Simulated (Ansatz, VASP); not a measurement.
**TiCrC3: VASP beside Ansatz**

File POSCAR:

```
TiCrC3
1.0
    2.5459630500      4.4097344700      0.0000000000
   -2.5459630500      4.4097344700      0.0000000000
   -2.5459630500      1.4699084900      4.4674627700
Cr Ti C
2 2 6
Direct
    0.2761600000      0.4476800000      0.8284800000
    0.7761600000      0.4476800000      0.3284800000
    0.0000000000      0.0000000000      0.0000000000
    0.5000000000      0.0000000000      0.5000000000
    0.1235000000      0.1558000000      0.1902000000
    0.7207000000      0.9333000000      0.1902000000
    0.3460000000      0.5305000000      0.1902000000
    0.2207000000      0.1558000000      0.6902000000
    0.8460000000      0.9333000000      0.6902000000
    0.6235000000      0.5305000000      0.6902000000
```

The input INCAR.step1:

```
  PREC = Accurate
  ENCUT = 660
  ISMEAR = 1
  SIGMA = 0.0179
  LREAL = F
  LASPH = T
  NELM = 120
  NBANDS = 47
  GGA = PE
  ALGO = Normal
  EDIFF = 1E-5
  LWAVE = T
  LCHARG = F
  GGA_COMPAT = F
```

File INCAR.step2:

```
  PREC = Accurate
  ENCUT = 660
  EDIFF = 1E-6
  ISMEAR = 1
  SIGMA = 0.0179
  LREAL = F
  LASPH = T
  NELM = 120
  ALGO = Normal
  ISIF = 2
  LWAVE = F
  LCHARG = T
  METAGGA = R2SCAN
  LMIXTAU = T
  LELF = T
  LVHAR = T
  NBANDS = 47
  ISTART = 1
  GGA_COMPAT = F
```

The input KPOINTS:

```
Automatic mesh
0
Gamma
  7 7 7
```

Input for Ansatz:

```yaml
crystal:
  lattice:
    - [2.54596305, 4.40973447, 0.0]
    - [-2.54596305, 4.40973447, 0.0]
    - [-2.54596305, 1.46990849, 4.46746277]
  atoms:
    - { symbol: Cr, position: [0.27616, 0.44768, 0.82848] }
    - { symbol: Cr, position: [0.77616, 0.44768, 0.32848] }
    - { symbol: Ti, position: [0.0, 0.0, 0.0] }
    - { symbol: Ti, position: [0.5, 0.0, 0.5] }
    - { symbol: C, position: [0.1235, 0.1558, 0.1902] }
    - { symbol: C, position: [0.7207, 0.9333, 0.1902] }
    - { symbol: C, position: [0.346, 0.5305, 0.1902] }
    - { symbol: C, position: [0.2207, 0.1558, 0.6902] }
    - { symbol: C, position: [0.846, 0.9333, 0.6902] }
    - { symbol: C, position: [0.6235, 0.5305, 0.6902] }
  symmetry: { tolerance: 0.0003 }
kpoints:
  mp_grid: { grid: [7, 7, 7], shift: [0, 0, 0] }
magnetization:
  spin_polarized: false
scf:
  occupations: { method: methfessel_paxton, width: 0.0179 }
  lower_state_search: "off"
  max_iter: 200
hamiltonian:
  pseudopotentials: { kind: paw }
  xc: r2scan
basis:
  ecutwfc: 500
  fft_grid_basis: typed
output:
  forces: true
  stress: true
  eigenvalues: true
  bader: true
  populations: true
  elf: true
  write_potential: true
  volumetric_format: npy
  dos:
    e_range: [-12, 8]
    de: 0.05
    projected: { site_lists: { C: [C], Cr: [Cr], Ti: [Ti] } }
checkpoint:
  read: saved_state
```

Alike in both runs: task single point; functional r2SCAN; k mesh 7 × 7 × 7; occupations methfessel-paxton of order 1, width 0.0179 eV; no spin polarisation.

```csv
,VASP,Ansatz
version,VASP 6.6.1,Ansatz 0.2.0
potentials or method,"VASP PAW PBE potentials, release 64 (Cr_pv, Ti_sv, C), cutoff 660 eV",PAW plane waves
valence electrons in the cell,72,76
```

```tsv
	VASP	Ansatz	Ansatz less VASP
pressure (GPa)	18.1	17.6	-0.48
traceless stress, the component that is largest in VASP (GPa)	-2.65	-2.49	+0.158
rms of the force components (eV/Å)	2.505	2.471	-0.0334
```

VASP's potentials were made for PBE, not for r2SCAN. Atom by atom the forces differ by 0.038 eV/Å (rms over components). VASP's potentials hold 72 valence electrons a cell and Ansatz's 76, so a difference there can come from the potentials and not from the codes. Ansatz's warnings: structure snapped to symmetry.
